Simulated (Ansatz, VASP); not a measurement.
**One calculation of AlBiO4, two programs**

File INCAR:

```
PREC = Accurate
ENCUT = 600
EDIFF = 1E-6
ISMEAR = 0
SIGMA = 0.1
LREAL = F
LASPH = T
NELM = 80
ALGO = Normal
ISIF = 3
LWAVE = F
LCHARG = F
GGA = PE
IBRION = 2
NSW = 90
EDIFFG = -0.04
```

The input KPOINTS:

```
regular mesh
0
Gamma
  4 4 4
```

Contents of POSCAR:

```
AlBiO4
1.0
    4.5024890200      0.0000000000      0.0000000000
    0.0000000000      4.5024890200      0.0000000000
    0.0000000000      0.0000000000      4.5024890200
Al Bi O
1 1 4
Direct
    0.0000000000      0.0000000000      0.0000000000
    0.5000000000      0.5000000000      0.5000000000
    0.2180726300      0.2180726300      0.2180726300
    0.7819273700      0.7819273700      0.2180726300
    0.7819273700      0.2180726300      0.7819273700
    0.2180726300      0.7819273700      0.7819273700
```

Input for Ansatz:

```yaml
crystal:
  lattice:
    - [4.50248902, 0.0, 0.0]
    - [0.0, 4.50248902, 0.0]
    - [0.0, 0.0, 4.50248902]
  atoms:
    - { symbol: Al, position: [0.0, 0.0, 0.0] }
    - { symbol: Bi, position: [0.5, 0.5, 0.5] }
    - { symbol: O, position: [0.21807263, 0.21807263, 0.21807263] }
    - { symbol: O, position: [0.78192737, 0.78192737, 0.21807263] }
    - { symbol: O, position: [0.78192737, 0.21807263, 0.78192737] }
    - { symbol: O, position: [0.21807263, 0.78192737, 0.78192737] }
basis:
  ecutwfc: 420
kpoints:
  mp_grid: { grid: [4, 4, 4] }
hamiltonian:
  xc: pbe
scf:
  occupations: { method: gaussian, width: 0.1 }
  lower_state_search: "off"
output:
  forces: true
  stress: true
  eigenvalues: true
relax:
  adjacent_minimum: "off"
  f_tol: 0.04
  max_steps: 70
  cell: { stress_tol: 0.4 }
```

Alike in both runs: task relaxation of cell and atoms; functional PBE; k mesh 4 × 4 × 4; occupations gaussian, width 0.1 eV; no spin polarisation.

|  | VASP | Ansatz |
| --- | --- | --- |
| version | VASP 6.6.1 | Ansatz 0.2.0 |
| potentials or method | VASP PAW PBE potentials, release 64 (Al, Bi_d, O), cutoff 600 eV | scalar-relativistic, plane waves, PAW |
| valence electrons in the cell | 42 | 42 |

```csv
,VASP,Ansatz,Ansatz less VASP
"gap on the k mesh at the Fermi level, each at its own relaxed structure (eV)",none,none,-
relaxed volume (Å³/atom),13.64,13.61,-0.032
relaxed length of the cell vector where the two differ most in proportion (Å),4.342,4.339,-0.0034
```

A gap of «none» marks a metal or a gap that the smearing closes.

Neither program's run includes spin-orbit coupling.
